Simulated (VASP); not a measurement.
Ti, 1 atom in the cell. It takes space group Pm-3m (No. 221, cubic). Conventional cell: a = 2.700 Å, b = 2.700 Å, c = 2.700 Å, α = 90.00°, β = 90.00°, γ = 90.00°. Ti (site symmetry m-3m) has 6 Ti at 2.70 Å within 3.6 Å.  This cell differs from its parent crystal: volume scaled by 1.12.

- Program: VASP 6.6.1
- Task: single point
- Functional: PBEsol
- Potentials or basis: VASP PAW PBE potentials, release 64 (Ti_sv)
- Cutoff: 520 eV
- k mesh: 14 × 14 × 14
- Occupations: fermi-dirac, width 0.1 eV
- Spin: no spin polarisation
- Dipole correction: no
- Further INCAR settings: ALGO = Normal; EDIFF = 1e-06; NBANDS = 12

Potentials or basis: VASP PAW PBE potentials, release 64 (Ti_sv).

Run with:

```bash
$ cat potpaw_PBE.64/Ti_sv/POTCAR > POTCAR
$ mpirun -np 1 vasp_std > vasp.out
```

Hardware: 1 thread of AMD EPYC 7R13, with other jobs on the host.

Task: Estimate the wall time of this run.

Result: It took 38 s on 1 thread of AMD EPYC 7R13, on a shared host, peak memory 0.11 GiB. Counts: scf iterations 12, k points 120.
